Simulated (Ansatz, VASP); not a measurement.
# One calculation of Al2Cu, two programs

INCAR

```
PREC = Accurate ; ENCUT = 520
EDIFF = 1E-6 ; ISMEAR = 0
SIGMA = 0.15 ; LREAL = False
LASPH = True ; NELM = 60
ALGO = Fast ; ISIF = 2
LWAVE = False ; LCHARG = True
GGA = PE ; LELF = True
LVHAR = True ; NBANDS = 16
```

File KPOINTS:

```
regular mesh
0
Gamma
  14 14 14
```

File POSCAR:

```
Al2Cu
1.0
   -2.1161614991      2.1161614991      2.6890032877
    2.1161614991     -2.1161614991      2.6890032877
    2.1161614991      2.1161614991     -2.6890032877
Al Cu
2 1
Direct
    0.7500000000      0.2500000000      0.5000000000
    0.2500000000      0.7500000000      0.5000000000
    0.5000000000      0.5000000000      0.0000000000
```

Input for Ansatz:

```yaml
crystal:
  lattice:
    - [-2.1161614991, 2.1161614991, 2.6890032877]
    - [2.1161614991, -2.1161614991, 2.6890032877]
    - [2.1161614991, 2.1161614991, -2.6890032877]
  atoms:
    - { symbol: Al, position: [0.75, 0.25, 0.5] }
    - { symbol: Al, position: [0.25, 0.75, 0.5] }
    - { symbol: Cu, position: [0.5, 0.5, 0.0] }
basis:
  ecutwfc: 520.0
kpoints:
  mp_grid: { grid: [14, 14, 14] }
hamiltonian:
  xc: pbe
  pseudopotentials: { kind: paw, azcp: { folder: soft_1 } }
scf:
  occupations: { method: gaussian, width: 0.15 }
output:
  forces: true
  stress: true
  eigenvalues: true
```

Change from the starting cell: strain +e along x and -e along y +0.0000, strain +e along z and -e/2 along x and y -0.0700.

Alike in both runs: task single point; functional PBE; k mesh 14 × 14 × 14; occupations gaussian, width 0.15 eV; no spin polarisation.

|  | VASP | Ansatz |
| --- | --- | --- |
| version | VASP 6.6.1 | Ansatz 0.2.0 |
| potentials or method | VASP PAW PBE potentials, release 64 (Al, Cu), cutoff 520 eV | scalar-relativistic, plane waves, PAW |
| valence electrons in the cell | 17 | 25 |

```csv
,VASP,Ansatz,Ansatz less VASP
gap on the k mesh at the Fermi level (eV),none,none,-
pressure (GPa),1.4,1.3,-0.16
"traceless stress, the component that is largest in VASP (GPa)",7.63,7.74,+0.110
```

A gap of «none» marks a metal or a gap that the smearing closes. The functional is the same, so the differences come from potentials, cutoffs and numerics. VASP's potentials hold 17 valence electrons a cell and Ansatz's 25, so a difference there can come from the potentials and not from the codes.
